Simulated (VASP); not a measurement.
# Na2Pd (P-3m1) in VASP: single point with PBE

Aim: the single point of Na2Pd with PBE.

All numbers are computed with VASP 6.6.1; they aren't measurements. Logs are shortened: lines on timing, memory, paths and dates and some standing lists are left out, and cuts for length are marked.

## Step 1: The cell of the first run

Symmetry: P-3m1, No. 164, trigonal system. The conventional cell has a = 3.130 Å, b = 3.130 Å, c = 7.963 Å, α = 90.00°, β = 90.00°, γ = 120.00°. Within 3.9 Å of Na (site symmetry 3m) lie 3 Pd at 2.91 Å and 9 Na at 3.13 to 3.85 Å. Pd (site symmetry -3m) has 6 Na at 2.91 Å and 6 Pd at 3.13 Å within 3.8 Å.

## Step 2: Single point, PBE

Input file POSCAR:

```
Na2Pd
1.0
    3.1302330132      0.0000000000      0.0000000000
   -1.5651165066      2.7108613091      0.0000000000
    0.0000000000      0.0000000000      7.9633205057
Na Pd
2 1
Direct
    0.3333333333      0.6666666667      0.7132783934
    0.6666666667      0.3333333333      0.2867216066
    0.0000000000      0.0000000000      0.0000000000
```

Input file INCAR.step1:

```
SYSTEM = Na2Pd
  PREC = Accurate
  ENCUT = 520
  EDIFF = 1E-6
  ISMEAR = 0
  SIGMA = 0.1
  LREAL = .False.
  LASPH = .True.
  NELM = 100
  ALGO = Normal
  ISIF = 2
  LWAVE = .False.
  LCHARG = .True.
  LMAXMIX = 4
  GGA = PE
  NBANDS = 19
```

Input file KPOINTS.step1:

```
regular mesh
0
Gamma
  18 18 6
  0 0 0
```

Input file INCAR.step2:

```
SYSTEM = Na2Pd
  PREC = Accurate
  ENCUT = 520
  EDIFF = 1E-6
  ISMEAR = -5
  SIGMA = 0.1
  LREAL = .False.
  LASPH = .True.
  NELM = 100
  ALGO = Normal
  ISIF = 2
  LWAVE = .False.
  LCHARG = .False.
  LMAXMIX = 4
  GGA = PE
  LORBIT = 10
  NBANDS = 19
  NEDOS = 1001
  ICHARG = 11
```

Input file KPOINTS.step2:

```
regular mesh
0
Gamma
  27 27 9
  0 0 0
```

Potentials or basis: VASP PAW PBE potentials, release 64 (Na_pv, Pd).

The run is started by

```
cat potpaw_PBE.64/Na_pv/POTCAR potpaw_PBE.64/Pd/POTCAR > POTCAR
cp INCAR.step1 INCAR
cp KPOINTS.step1 KPOINTS
mpirun -np 1 vasp_std > vasp.out
cp INCAR.step2 INCAR
cp KPOINTS.step2 KPOINTS
mpirun -np 1 vasp_std > vasp.out
```

OUTCAR:

```text
SYSTEM = Na2Pd
   PREC = Accurate
   ENCUT = 520
   EDIFF = 1E-6
   ISMEAR = -5
   LREAL = .False.
   LASPH = .True.
   NELM = 100
   ISIF = 2
   GGA = PE
   LORBIT = 10
   ICHARG = 11

 ion  position               nearest neighbor table
   1  0.333  0.667  0.713-   3 2.91   3 2.91   3 2.91
   2  0.667  0.333  0.287-   3 2.91   3 2.91   3 2.91
   3  0.000  0.000  0.000-   1 2.91   2 2.91   1 2.91   2 2.91   2 2.91   1 2.91

  LATTYP: Found a hexagonal cell.
 ALAT       =     3.1302330132
 C/A-ratio  =     2.5440024663

  Lattice vectors:

 A1 = (   3.1302330132,   0.0000000000,   0.0000000000)
 A2 = (  -1.5651165066,   2.7108613091,   0.0000000000)
 A3 = (   0.0000000000,   0.0000000000,   7.9633205057)

Analysis of symmetry for initial positions (statically):
=====================================================================
 Subroutine PRICEL returns:
 Original cell was already a primitive cell.

 Routine SETGRP: Setting up the symmetry group for a
 hexagonal supercell.

 Subroutine GETGRP returns: Found 12 space group operations
 (whereof 12 operations were pure point group operations)
 out of a pool of 24 trial point group operations.

The static configuration has the point symmetry D_3d.

Analysis of symmetry for dynamics (positions and initial velocities):
=====================================================================
 Subroutine PRICEL returns:
 Original cell was already a primitive cell.

 Routine SETGRP: Setting up the symmetry group for a
 hexagonal supercell.

 Subroutine GETGRP returns: Found 12 space group operations
 (whereof 12 operations were pure point group operations)
 out of a pool of 24 trial point group operations.

The dynamic configuration has the point symmetry D_3d.

 Subroutine INISYM returns: Found 12 space group operations
 (whereof 12 operations are pure point group operations),
 and found     1 'primitive' translations

----------------------------------------------------------------------------------------

                                     Primitive cell

  volume of cell :      67.5738

  direct lattice vectors                    reciprocal lattice vectors
     3.130233013  0.000000000  0.000000000     0.319465035  0.184443224  0.000000000
    -1.565116507  2.710861309  0.000000000     0.000000000  0.368886448  0.000000000
     0.000000000  0.000000000  7.963320506     0.000000000  0.000000000  0.125575757

  length of vectors
     3.130233013  3.130233013  7.963320506     0.368886448  0.368886448  0.125575757

  position of ions in fractional coordinates (direct lattice)
     0.333333333  0.666666667  0.713278393
     0.666666667  0.333333333  0.286721607
     0.000000000  0.000000000  0.000000000

  ion indices of the primitive-cell ions
   primitive index   ion index
                 1           1
                 2           2
                 3           3

----------------------------------------------------------------------------------------

 KPOINTS: regular mesh

Automatic generation of k-mesh.
 Grid dimensions read from file:
 generate k-points for:   27   27    9

 Generating k-lattice:

  Cartesian coordinates                     Fractional coordinates (reciprocal lattice)
     0.011832038  0.006831231  0.000000000     0.037037037  0.000000000  0.000000000
     0.000000000  0.013662461  0.000000000     0.000000000  0.037037037  0.000000000
     0.000000000  0.000000000  0.013952862     0.000000000  0.000000000  0.111111111

  Length of vectors
     0.013662461  0.013662461  0.013952862

  Shift w.r.t. Gamma in fractional coordinates (k-lattice)
     0.000000000  0.000000000  0.000000000

 TETIRR: Found   9690 inequivalent tetrahedra from    39366

 Subroutine IBZKPT returns following result:
 ===========================================

 Found    619 irreducible k-points:

 Following reciprocal coordinates:
            Coordinates               Weight
  0.000000  0.000000  0.000000      1.000000
  0.037037  0.000000  0.000000      6.000000
  0.074074  0.000000  0.000000      6.000000
  0.111111  0.000000  0.000000      6.000000
  0.148148  0.000000  0.000000      6.000000
  0.185185  0.000000  0.000000      6.000000
[... 16 lines left out ...]
  0.333333  0.037037  0.000000     12.000000
  0.370370  0.037037  0.000000     12.000000
 [... further k-points ...]
   k-points           NKPTS =    619   k-points in BZ     NKDIM =    619   number of bands    NBANDS=     19
   number of dos      NEDOS =   1001   number of ions     NIONS =      3
   total plane-waves  NPLWV =  34560
   dimension x,y,z NGX =    24 NGY =   24 NGZ =   60
   dimension x,y,z NGXF=    48 NGYF=   48 NGZF=  120
   ions per type =               2   1
   NGX,Y,Z   is equivalent  to a cutoff of  12.75, 12.75, 12.53 a.u.
   NGXF,Y,Z  is equivalent  to a cutoff of  25.49, 25.49, 25.05 a.u.
 SYSTEM =  Na2Pd
   PREC   = accura    normal or accurate (medium, high low for compatibility)
   ISTART =      0    job   : 0-new  1-cont  2-samecut
   ICHARG =     11    charge: 1-file 2-atom 10-const
   ISPIN  =      1    spin polarized calculation?
   LNONCOLLINEAR =      F non collinear calculations
   LSORBIT =      F    spin-orbit coupling
   LASPH  =      T    aspherical Exc in radial PAW
   ENCUT  =  520.0 eV  38.22 Ry    6.18 a.u.   5.82  5.82 14.81*2*pi/ulx,y,z
   NELM   =    100;   NELMIN=  2; NELMDL=  0     # of ELM steps
   EDIFF  = 0.1E-05   stopping-criterion for ELM
   LREAL  =      F    real-space projection
   EDIFFG = 0.1E-04   stopping-criterion for IOM
   NSW    =      0    number of steps for IOM
   IBRION =     -1    ionic relax: 0-MD 1-quasi-New 2-CG
   NFREE  =      0    steps in history (QN), initial steepest desc. (CG)
   ISIF   =      2    stress and relaxation
   ISYM   =      2    0-nonsym 1-usesym 2-fastsym
   POTIM  = 0.5000    time-step for ionic-motion
   TEBEG  =    0.0;   TEEND  =   0.0 temperature during run
   PSTRESS=    0.0 pullay stress
   NELECT =      24.0000    total number of electrons
   NUPDOWN=      -1.0000    fix difference up-down
   EMIN   =  10.00;   EMAX   =-10.00  energy-range for DOS
   EFERMI =   0.00;   METHOD = LEGACY
   ISMEAR =    -5;   SIGMA  =   0.10  broadening in eV -4-tet -1-fermi 0-gaus
   EFERMI_NEDOS =   21; number of points for ismear=-14 and -15
   IALGO  =     38    algorithm
   IMIX   =      4    mixing-type and parameters
     AMIX     =   0.40;   BMIX     =  1.00
     AMIX_MAG =   1.60;   BMIX_MAG =  1.00
  volume/ion in A,a.u.               =      22.52       152.00
  Fermi-wavevector in a.u.,A,eV,Ry     =   1.159362  2.190877 18.287877  1.344121
  Thomas-Fermi vector in A             =   2.295956
   LORBIT       =     10    0 simple, 1 ext, 2 COOP (PROOUT), +10 PAW based schemes
   GGA     = PE    functional components
   LHFCALC =     F    Hartree Fock is set to
   AEXX    =    0.0000 exact exchange contribution
   IVDW    =     0    specifies the selected vdW correction
   LEPSILON=     F    determine dielectric tensor
   LRPA    =     F    only Hartree local field effects (RPA)
 non-spin polarized calculation
 Fermi weights with tetrahedron method with Bloechl corrections
  energy-cutoff  :      520.00
  volume of cell :       67.57
 maximum number of plane-waves:      1842

 number of electron      24.0000016 magnetization

 Free energy of the ion-electron system (eV)
  ---------------------------------------------------
  ext. energy  EPLUGINS =         0.00000000
  ---------------------------------------------------
  free energy    TOTEN  =        -7.71482188 eV

  energy without entropy =       -7.71482188  energy(sigma->0) =       -7.71482188

 E-fermi :   2.8880     XC(G=0):  -8.7380

 val. band max:        2.9171253401   @ k =   0.1852   0.1481   0.0000
 cond. band min:       2.8286463905   @ k =   0.1481   0.0741   0.0000
 fundamental gap:     -0.0884789496
 Fermi energy:         2.8880454972

 k-point     1 :       0.0000    0.0000    0.0000
  band No.  band energies     occupation
      1     -21.5195      2.00000
      2     -21.5010      2.00000
      3     -21.5010      2.00000
      4     -21.5000      2.00000
      5     -21.5000      2.00000
      6     -21.4988      2.00000
[... 11 lines left out ...]
     18      17.1756      0.00000
     19      17.3416      0.00000

 k-point     2 :       0.0370    0.0000    0.0000
  band No.  band energies     occupation
      1     -21.5191      2.00000
      2     -21.5031      2.00000
      3     -21.5021      2.00000
      4     -21.5015      2.00000
      5     -21.5004      2.00000
      6     -21.4985      2.00000
[... 11 lines left out ...]
     18      17.0605      0.00000
     19      17.2602      0.00000

 k-point     3 :       0.0741    0.0000    0.0000
  band No.  band energies     occupation
      1     -21.5179      2.00000
      2     -21.5094      2.00000
      3     -21.5084      2.00000
      4     -21.5029      2.00000
      5     -21.5018      2.00000
      6     -21.4977      2.00000
[... 11 lines left out ...]
     18      16.7021      0.00000
     19      16.7797      0.00000

 k-point     4 :       0.1111    0.0000    0.0000
  band No.  band energies     occupation
      1     -21.5193      2.00000
      2     -21.5187      2.00000
      3     -21.5156      2.00000
      4     -21.5051      2.00000
      5     -21.5040      2.00000
      6     -21.4965      2.00000
[... 407 lines left out ...]
     18      11.3488      0.00000
     19      11.6364      0.00000

 k-point    23 :       0.3333    0.0370    0.0000
  band No.  band energies     occupation
      1     -21.6254      2.00000
      2     -21.6231      2.00000
      3     -21.5301      2.00000
      4     -21.5287      2.00000
      5     -21.4932      2.00000
      6     -21.4840      2.00000
[... 11 lines left out ...]
     18      11.1020      0.00000
     19      11.6013      0.00000

 k-point    24 :       0.3704    0.0370    0.0000
  band No.  band energies     occupation
      1     -21.6382      2.00000
      2     -21.6357      2.00000
      3     -21.5331      2.00000
      4     -21.5317      2.00000
      5     -21.4902      2.00000
      6     -21.4828      2.00000
[... 11 lines left out ...]
     18      11.3678      0.00000
     19      11.8512      0.00000

 [... further k-points ...]

------------------------ aborting loop because EDIFF is reached ----------------------------------------

  FORCE on cell =-STRESS in cart. coord.  units (eV):
  Direction    XX          YY          ZZ          XY          YZ          ZX
  --------------------------------------------------------------------------------------
  -------------------------------------------------------------------------------------
  Total        0.0390320      0.0390320     -0.0656693      0.0000000      0.0000000      0.0000000
  in kB        0.9254512      0.9254512     -1.5570226      0.0000000      0.0000000      0.0000000
  external PRESSURE =       0.0979599 kB  Pullay stress =       0.0000000 kB

 VOLUME and BASIS-vectors are now :
 -----------------------------------------------------------------------------
  energy-cutoff  :      520.00
  volume of cell :       67.57
      direct lattice vectors                 reciprocal lattice vectors
     3.130233013  0.000000000  0.000000000     0.319465035  0.184443224  0.000000000
    -1.565116507  2.710861309  0.000000000     0.000000000  0.368886448  0.000000000
     0.000000000  0.000000000  7.963320506     0.000000000  0.000000000  0.125575757

 POSITION                                       TOTAL-FORCE (eV/Angst)
 -----------------------------------------------------------------------------------
     -0.00000      1.80724      5.68006        -0.000000      0.000000     -0.012984
      1.56512      0.90362      2.28326         0.000000     -0.000000      0.012984
      0.00000      0.00000      0.00000         0.000000      0.000000      0.000000
 -----------------------------------------------------------------------------------
    total drift:                               -0.000000      0.000000      0.000000

  FREE ENERGIE OF THE ION-ELECTRON SYSTEM (eV)
  ---------------------------------------------------
  free  energy   TOTEN  =        -7.7148218754 eV

  energy  without entropy=       -7.7148218754  energy(sigma->0) =       -7.71482188

 total charge

# of ion       s       p       d       tot
------------------------------------------
    1        0.116   5.985   0.000   6.101
    2        0.116   5.985   0.000   6.101
    3        0.419   0.190   8.603   9.211
--------------------------------------------------
tot          0.650  12.161   8.603  21.413
```

Wall time 7 min (1 thread of Intel Xeon Platinum 8259CL at 2.50GHz (Skylake/Cascade Lake), shared host); peak memory 0.75 GiB.

Results:

```
Valence electrons inside the program's atomic spheres : Na 6.10; Pd 9.21
```
